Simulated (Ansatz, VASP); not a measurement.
Two plane-wave programs on SiMo3

```xyz
4
Lattice="4.5362 0.0000 0.0000 0.0000 4.5362 0.0000 0.0000 0.0000 4.5362" Properties=species:S:1:pos:R:3 pbc="T T T"
Si    2.2681    2.2681    2.2681
Mo    0.0000    2.2681    2.2681
Mo    2.2681    0.0000    2.2681
Mo    2.2681    2.2681    0.0000
```

Alike in both runs: functional PBE; k mesh 5 × 5 × 5; occupations gaussian, width 0.2 eV; no spin polarisation.

Ansatz relaxed the structure, and its values are those at the end. VASP's run is a single point on that final structure, the one shown.

|  | VASP | Ansatz |
| --- | --- | --- |
| version | VASP 6.6.1 | Ansatz 0.2.0 |
| potentials or method | VASP PAW PBE potentials, release 64 (Si, Mo_sv), cutoff 500 eV | scalar-relativistic, plane waves, PAW |
| valence electrons in the cell | 46 | 46 |

VASP gave:

```
gap on the k mesh at the Fermi level (eV) : none
pressure (GPa)                            : 0.7
```

Problem. Which values does Ansatz return?

Solution. gap on the k mesh at the Fermi level (eV): none; pressure (GPa): 0.6.

A gap of «none» marks a metal or a gap that the smearing closes.
